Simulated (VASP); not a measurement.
# InO5 (P6/mmm) in VASP: notebook, part 2 of 2

VASP 6.6.1. Earlier steps stand in the parts before.

## Step 3: Single point, PBE, collinear spin, ferromagnetic start

This run uses another cell than the first one, of 13.19 Å³/atom.

INCAR reads:

```
ALGO = Normal
EDIFF = 1E-7
ENCUT = 520
GGA = PE
ISIF = 2
ISMEAR = 0
ISPIN = 2
LASPH = T
LCHARG = F
LORBIT = 11
LREAL = F
LWAVE = F
MAGMOM = 0 1 1 1 1 1
NBANDS = 34
NELM = 150
PREC = Accurate
SIGMA = 0.1
```

KPOINTS reads:

```
k-points
0
Gamma
  6 6 4
```

POSCAR reads:

```
InO5
1.0
    3.7663810675      0.0000000000      0.0000000000
   -1.8831905337      3.2617816847      0.0000000000
    0.0000000000      0.0000000000      6.4396541506
In O
1 5
Direct
    0.0000000000      0.0000000000      0.0000000000
    0.5000000000      0.0000000000      0.5000000000
    0.5000000000      0.5000000000      0.5000000000
    0.0000000000      0.5000000000      0.5000000000
    0.3333333333      0.6666666667      0.0000000000
    0.6666666667      0.3333333333      0.0000000000
```

Potentials or basis: VASP PAW PBE potentials, release 64 (In_d, O).

Started as:

```bash
$ cat potpaw_PBE.64/In_d/POTCAR potpaw_PBE.64/O/POTCAR > POTCAR
$ mpirun -np 1 vasp_std > vasp.out
```

OUTCAR:

```text
EDIFF = 1E-7
   ENCUT = 520
   GGA = PE
   ISIF = 2
   ISMEAR = 0
   ISPIN = 2
   LASPH = T
   LORBIT = 11
   LREAL = F
   NELM = 150
   PREC = Accurate

 ion  position               nearest neighbor table
   1  0.000  0.000  0.000-   5 2.17   6 2.17   5 2.17   6 2.17   6 2.17   5 2.17
   2  0.500  0.000  0.500-   3 1.88   3 1.88   4 1.88   4 1.88
   3  0.500  0.500  0.500-   2 1.88   2 1.88   4 1.88   4 1.88
   4  0.000  0.500  0.500-   2 1.88   2 1.88   3 1.88   3 1.88
   5  0.333  0.667  0.000-   1 2.17   1 2.17   1 2.17
   6  0.667  0.333  0.000-   1 2.17   1 2.17   1 2.17

  LATTYP: Found a hexagonal cell.
 ALAT       =     3.7663810675
 C/A-ratio  =     1.7097723346

  Lattice vectors:

 A1 = (   3.7663810675,   0.0000000000,   0.0000000000)
 A2 = (  -1.8831905337,   3.2617816847,   0.0000000000)
 A3 = (   0.0000000000,   0.0000000000,   6.4396541506)

Analysis of symmetry for initial positions (statically):
=====================================================================
 Subroutine PRICEL returns:
 Original cell was already a primitive cell.

 Routine SETGRP: Setting up the symmetry group for a
 hexagonal supercell.

 Subroutine GETGRP returns: Found 24 space group operations
 (whereof 24 operations were pure point group operations)
 out of a pool of 24 trial point group operations.

The static configuration has the point symmetry D_6h.

Analysis of symmetry for dynamics (positions and initial velocities):
=====================================================================
 Subroutine PRICEL returns:
 Original cell was already a primitive cell.

 Routine SETGRP: Setting up the symmetry group for a
 hexagonal supercell.

 Subroutine GETGRP returns: Found 24 space group operations
 (whereof 24 operations were pure point group operations)
 out of a pool of 24 trial point group operations.
[... 172 lines left out ...]
 fundamental gap:      0.0464007140
 Fermi energy:         1.7925710804

 spin component 1

 k-point     1 :       0.0000    0.0000    0.0000
  band No.  band energies     occupation
      1     -19.1650      1.00000
      2     -17.6686      1.00000
      3     -13.5797      1.00000
      4     -13.3029      1.00000
      5     -13.3029      1.00000
      6     -12.0806      1.00000
[... 745 lines left out ...]
     32      14.8662      0.00000
     33      16.6418      0.00000
 Fermi energy:         1.7925710804

 spin component 2

 k-point     1 :       0.0000    0.0000    0.0000
  band No.  band energies     occupation
      1     -18.8774      1.00000
      2     -17.6674      1.00000
      3     -13.5796      1.00000
      4     -12.9175      1.00000
      5     -12.9175      1.00000
      6     -12.0804      1.00000
[... 745 lines left out ...]
     32      14.9565      0.00000
     33      16.6786      0.00000
 [bands above 33 left out]

------------------------ aborting loop because EDIFF is reached ----------------------------------------

  FORCE on cell =-STRESS in cart. coord.  units (eV):
  Direction    XX          YY          ZZ          XY          YZ          ZX
  --------------------------------------------------------------------------------------
  -------------------------------------------------------------------------------------
  Total        0.1235869      0.1235869     -0.0006972      0.0000000      0.0000000      0.0000000
  in kB        2.5028881      2.5028881     -0.0141195      0.0000000      0.0000000      0.0000000
  external PRESSURE =       1.6638855 kB  Pullay stress =       0.0000000 kB

 VOLUME and BASIS-vectors are now :
 -----------------------------------------------------------------------------
  energy-cutoff  :      520.00
  volume of cell :       79.11
      direct lattice vectors                 reciprocal lattice vectors
     3.766381067  0.000000000  0.000000000     0.265506857  0.153290455  0.000000000
    -1.883190534  3.261781685  0.000000000     0.000000000  0.306580911  0.000000000
     0.000000000  0.000000000  6.439654151     0.000000000  0.000000000  0.155287843

 POSITION                                       TOTAL-FORCE (eV/Angst)
 -----------------------------------------------------------------------------------
      0.00000      0.00000      0.00000        -0.000000      0.000000      0.000000
      1.88319      0.00000      3.21983        -0.000000      0.000000      0.000000
      0.94160      1.63089      3.21983        -0.000000      0.000000      0.000000
     -0.94160      1.63089      3.21983        -0.000000      0.000000      0.000000
     -0.00000      2.17452      0.00000         0.000000      0.000000     -0.000000
      1.88319      1.08726      0.00000        -0.000000      0.000000      0.000000
 -----------------------------------------------------------------------------------
    total drift:                                0.000000     -0.000000      0.000000

  FREE ENERGIE OF THE ION-ELECTRON SYSTEM (eV)
  ---------------------------------------------------
  free  energy   TOTEN  =       -23.2659197214 eV

  energy  without entropy=      -23.2398693146  energy(sigma->0) =      -23.25289452

 total charge

# of ion       s       p       d       tot
------------------------------------------
    1        0.657   0.558  10.006  11.221
    2        1.653   2.972   0.000   4.625
    3        1.653   2.972   0.000   4.625
    4        1.653   2.972   0.000   4.625
    5        1.613   3.273   0.000   4.886
    6        1.613   3.273   0.000   4.886
--------------------------------------------------
tot          8.841  16.021  10.006  34.868

 magnetization (x)

# of ion       s       p       d       tot
------------------------------------------
    1       -0.000  -0.000  -0.000  -0.000
    2        0.001   0.186   0.000   0.188
    3        0.001   0.186   0.000   0.188
    4        0.001   0.186   0.000   0.188
    5       -0.000   0.000   0.000   0.000
    6       -0.000   0.000   0.000   0.000
--------------------------------------------------
tot          0.004   0.559  -0.000   0.563
```

OSZICAR:

```text
N       E                     dE             d eps       ncg     rms          rms(c)
DAV:   1     0.457446695970E+03    0.45745E+03   -0.20787E+04  2908   0.149E+03
DAV:   2     0.318424487701E+02   -0.42560E+03   -0.38931E+03  3346   0.414E+02
[... 11 lines left out ...]
DAV:  14    -0.232658762235E+02   -0.52767E-04   -0.36823E-04  3276   0.128E-01    0.528E-02
DAV:  15    -0.232659112254E+02   -0.35002E-04   -0.43935E-05  3414   0.473E-02    0.183E-02
DAV:  16    -0.232659176541E+02   -0.64287E-05   -0.44012E-06  3196   0.154E-02    0.837E-03
DAV:  17    -0.232659194080E+02   -0.17539E-05   -0.12870E-06  3116   0.673E-03    0.393E-03
DAV:  18    -0.232659197594E+02   -0.35138E-06   -0.35366E-07  3082   0.411E-03    0.211E-03
DAV:  19    -0.232659197214E+02    0.37957E-07   -0.37691E-08  2240   0.152E-03
   1 F= -.23265920E+02 E0= -.23252895E+02  d E =-.260504E-01  mag=     0.6629
```

It took 2.5 min on 1 thread of Intel Xeon 8259CL, shared host; peak memory 0.26 GiB.

Results:

```
Free energy                                           : -23.2659 eV
Pressure                                              : 0.2 GPa
Net moment                                            : 0.66 μB per cell
Site moments                                          : In -0.00; O +0.19, +0.00 (each value once) μB
Valence electrons inside the program's atomic spheres : In 11.22; O 4.62, 4.89 (each value once)
```

Caveat: a moment this small can come from the mesh or the smearing; spin-orbit coupling is left out, which moves the levels of the heavy elements.

## Step 4: Relaxation of cell and atoms, PBE, collinear spin, ferromagnetic start

INCAR reads:

```
SYSTEM = InO5
  ALGO = Normal
  EDIFF = 1E-6
  EDIFFG = -0.04
  ENCUT = 600
  GGA = PE
  IBRION = 2
  ISIF = 3
  ISMEAR = 0
  ISPIN = 2
  LASPH = .True.
  LCHARG = .False.
  LORBIT = 11
  LREAL = .False.
  LWAVE = .False.
  MAGMOM = 0 1 1 1 1 1
  NELM = 150
  NSW = 90
  PREC = Accurate
  SIGMA = 0.1
```

KPOINTS reads:

```
k-points
0
Gamma
  6 6 4
  0 0 0
```

POSCAR reads:

```
InO5
1.0
    4.6683712200      0.0000000000      0.0000000000
   -2.3341856100      4.0429280700      0.0000000000
    0.0000000000      0.0000000000      3.8919082600
In O
1 5
Direct
    0.0000000000      0.0000000000      0.0000000000
    0.5000000000      0.0000000000      0.5000000000
    0.5000000000      0.5000000000      0.5000000000
    0.0000000000      0.5000000000      0.5000000000
    0.3333333300      0.6666666700      0.0000000000
    0.6666666700      0.3333333300      0.0000000000
```

Started as:

```bash
$ cat potpaw_PBE.64/In_d/POTCAR potpaw_PBE.64/O/POTCAR > POTCAR
$ mpirun -np 1 vasp_std > vasp.out
```

Run time: 35 min. Hardware: 1 thread of Intel Xeon 8259CL, shared host; peak memory 0.32 GiB.

It converged, with:

* Free energy: -22.5512 eV
* Relaxed volume: 10.72 Å³/atom
* Relaxed cell: a = 3.776 Å, b = 3.776 Å, c = 5.208 Å, α = 90.00°, β = 90.00°, γ = 120.00°
* Space group after relaxing (to 0.1 Å): P6/mmm (No. 191)
* Energy gained by relaxing: 572.1 meV/atom
* Ionic steps: 15
* Pressure after relaxing: -0.2 GPa
* Net moment: 0.02 μB per cell
* Valence electrons inside the program's atomic spheres: In 11.19; O 4.67, 4.88 (each value once)

Stress tensor (GPa, compression positive):
```
-0.12  0.00  0.00
 0.00 -0.12  0.00
 0.00  0.00 -0.34
```

The path:
```tsv
step	energy change (eV)	largest force (eV/Å)	pressure (GPa)	volume (Å³)
1	0.0000	0.0000	-14.48	73.46
2	-1.1538	0.0000	-3.31	62.20
3	-1.3408	0.0000	6.98	57.50
4	-2.1844	0.0000	12.78	56.81
5	-1.1572	0.0000	62.90	52.03
6	-2.2551	0.0000	15.11	55.86
7	-2.5658	0.0000	30.63	54.18
8	-2.8170	0.0000	27.32	55.90
9	-2.9163	0.0000	23.93	58.10
10	-3.2385	0.0000	13.46	60.42
11	-3.4264	0.0000	1.58	63.83
12	-3.4307	0.0000	-0.13	64.42
13	-3.4307	0.0000	-0.50	64.55
14	-3.4314	0.0000	-0.42	64.49
15	-3.4325	0.0000	-0.20	64.31
```

Final structure:
```
In O
1.0
     3.77592    0.00000    0.00000
    -1.88796    3.27004    0.00000
     0.00000    0.00000    5.20837
In O
1 5
Direct
  0.00000 0.00000 0.00000
  0.50000 0.00000 0.50000
  0.50000 0.50000 0.50000
  0.00000 0.50000 0.50000
  0.33333 0.66667 0.00000
  0.66667 0.33333 0.00000
```

Levels at points of the mesh, in eV from the Fermi level:
Spin up:
```csv
k point,band 19,band 20,band 21,band 22,band 23,band 24
"(0.00, 0.00, 0.00)",-1.42,-0.22,-0.07,-0.07,1.49,2.71
"(0.50, 0.00, 0.00)",-0.91,-0.83,-0.61,-0.18,-0.18,0.67
"(0.00, 0.00, 0.50)",-1.70,-0.14,0.05,0.05,2.29,2.71
"(0.50, 0.00, 0.50)",-1.14,-1.08,-0.91,-0.82,-0.06,0.66
```
Spin down:
```tsv
k point	band 17	band 18	band 19	band 20	band 21	band 22	band 23	band 24	band 25	band 26
(0.00, 0.00, 0.00)	-1.64	-1.64	-1.41	-0.20	-0.08	-0.08	1.49	2.71	3.88	3.88
(0.50, 0.00, 0.00)	-1.31	-1.26	-0.91	-0.83	-0.60	-0.19	-0.18	0.68	3.64	4.67
(0.00, 0.00, 0.50)	-3.21	-1.69	-1.69	-0.12	0.05	0.05	2.29	2.71	3.88	3.88
(0.50, 0.00, 0.50)	-1.55	-1.31	-1.13	-1.07	-0.91	-0.82	-0.07	0.67	3.64	4.60
```

Caveat: the k points lie up to 0.32 Å⁻¹ apart in the final cell; a cell axis changed by over 15 % at a fixed basis, so the end point is rough; spin-orbit coupling is left out, which moves the levels of the heavy elements.

## Step 5: The runs side by side

| task | cell | cutoff (eV) | gap on the mesh (eV) | pressure (GPa) | moment (μB) |
| --- | --- | --- | --- | --- | --- |
| single point | a = 4.668, b = 4.668, c = 3.892 Å, angles 90.0, 90.0, 120.0°, 6 atoms | 520 | none | -14.4 | 3.34 |
| single point | a = 3.766, b = 3.766, c = 6.440 Å, angles 90.0, 90.0, 120.0°, 6 atoms | 520 | none | 0.2 | 0.66 |
| relaxation of cell and atoms | relaxed from a = 4.668, b = 4.668, c = 3.892 Å, angles 90.0, 90.0, 120.0°, 6 atoms | 600 | none | -0.2 | 0.02 |

Alike in all rows: level PBE; potentials or basis VASP PAW PBE potentials, release 64 (In_d, O); spin collinear, ferromagnetic start; k mesh 6 × 6 × 4; smearing gaussian 0.1 eV.

Caveats: some runs use coarse meshes; spin-orbit coupling is left out, which moves the levels of the heavy elements; a moment this small can come from the mesh or the smearing (at least some runs); a cell axis changed by over 15 % at a fixed basis, so the end point is rough (at least some runs).

Total energies depend on the potentials used, so only differences within one code and one set of settings carry meaning.

The gap in the log of VASP goes by the Fermi energy; the results here count the filled bands.